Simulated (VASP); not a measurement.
A run of VASP 6.6.1 is set up as follows.

File INCAR:

```
ALGO     = Normal         # electronic algorithm
EDIFF    = 1E-8           # SCF threshold, eV
ENCUT    = 520            # plane-wave cutoff, eV
GGA      = PE             # functional
ISIF     = 2              # what is computed and relaxed
ISMEAR   = -1             # smearing method
LASPH    = T              # aspherical terms in the spheres
LCHARG   = F              # write CHGCAR
LEFG     = T            
LREAL    = F              # projectors in reciprocal space
LWAVE    = F              # write WAVECAR
NBANDS   = 8              # bands
NELM     = 80             # most SCF steps
PREC     = Accurate       # precision mode
SIGMA    = 0.08           # smearing width, eV
```

The input KPOINTS:

```
k-points
0
Gamma
  5 5 4
```

POSCAR

```
P
1.0
    4.2729048574      0.0000000000      0.0000000000
    0.0000000000      4.2729048574      0.0000000000
    0.0000000000      0.0000000000      4.3780000000
P
1
Direct
    0.0000000000      0.0000000000      0.0000000000
```

Potentials or basis: VASP PAW PBE potentials, release 64 (P).

Launch:

```console
$ cat potpaw_PBE.64/P/POTCAR > POTCAR
$ mpirun -np 1 vasp_std > vasp.out
```

Q: What does it give for the pressure?

A: -3.3 GPa.

Stress tensor (GPa, compression positive):
```
-3.62  0.00  0.00
 0.00 -3.62  0.00
 0.00  0.00 -2.76
```

Caveat: without QUAD_EFG the Cq values of the log hold for a quadrupole moment of 1 mb, not for the nuclei.
